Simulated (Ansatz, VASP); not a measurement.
# ZrPdSe4: VASP beside Ansatz

```
Zr Pd Se
1.0
     3.98464    0.00000    0.00000
    -1.99232    3.45080    0.00000
     0.00000    0.00000    8.84760
Zr Pd Se
1 1 4
Direct
  0.00000 0.00000 0.50000
  0.00000 0.00000 0.00000
  0.66667 0.33333 0.23369
  0.33333 0.66667 0.76631
  0.33333 0.66667 0.23369
  0.66667 0.33333 0.76631
```

Change from the starting cell: species swapped into the MgAlB4 type (P6/mmm, No. 191).

Alike in both runs: task single point; functional PBE; k mesh 6 × 6 × 2; occupations gaussian, width 0.1 eV; collinear spin.

|  | VASP | Ansatz |
| --- | --- | --- |
| version | VASP 6.6.1 | Ansatz 0.2.0 |
| potentials or method | VASP PAW PBE potentials, release 64 (Zr_sv, Pd, Se), cutoff 520 eV | scalar-relativistic, plane waves, PAW |
| valence electrons in the cell | 46 | 94 |

```csv
,VASP,Ansatz,Ansatz less VASP
gap on the k mesh at the Fermi level (eV),none,none,-
pressure (GPa),18.2,18.0,-0.25
"traceless stress, the component that is largest in VASP (GPa)",-26.98,-26.79,+0.188
rms of the force components (eV/Å),0.259,0.261,+0.0023
net moment per atom (μB),0.00,0.00,0.000
```

Atom by atom the forces differ by 0.002 eV/Å (rms over components). A gap of «none» marks a metal or a gap that the smearing closes. With one functional, cell and mesh, what is left measures potentials, basis and numerics. VASP's potentials hold 46 valence electrons a cell and Ansatz's 94, so a difference there can come from the potentials and not from the codes. Ansatz's warnings: seeded moment not kept.
